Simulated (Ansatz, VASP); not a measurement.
## ZnS: VASP beside Ansatz

```xyz
4
Lattice="3.8110 0.0000 0.0000 -1.9055 3.3004 0.0000 0.0000 0.0000 6.2340" Properties=species:S:1:pos:R:3 pbc="T T T"
Zn    0.0000    2.2003    0.0000
Zn    1.9055    1.1001    3.1170
S     0.0000    2.0503    2.4001
S     1.9055    1.1001    5.5171
```

Alike in both runs: task single point; functional r2SCAN; k mesh 6 × 6 × 4; occupations gaussian, width 0.05 eV; no spin polarisation.

|  | VASP | Ansatz |
| --- | --- | --- |
| version | VASP 6.6.1 | Ansatz 0.2.0 |
| potentials or method | VASP PAW PBE potentials, release 64 (Zn, S), cutoff 520 eV | scalar-relativistic, plane waves, PAW |
| valence electrons in the cell | 36 | 36 |

```csv
,VASP,Ansatz,Ansatz less VASP
gap on the k mesh at the Fermi level (eV),2.79,2.78,-0.009
least direct gap on the mesh (eV),2.79,2.78,-0.009
pressure (GPa),0.6,0.5,-0.07
"traceless stress, the component that is largest in VASP (GPa)",2.75,2.74,-0.015
rms of the force components (eV/Å),0.404,0.402,-0.0013
```

VASP's potentials were made for PBE, not for r2SCAN. Atom by atom the forces differ by 0.002 eV/Å (rms over components). The functional is the same, so the differences come from potentials, cutoffs and numerics.
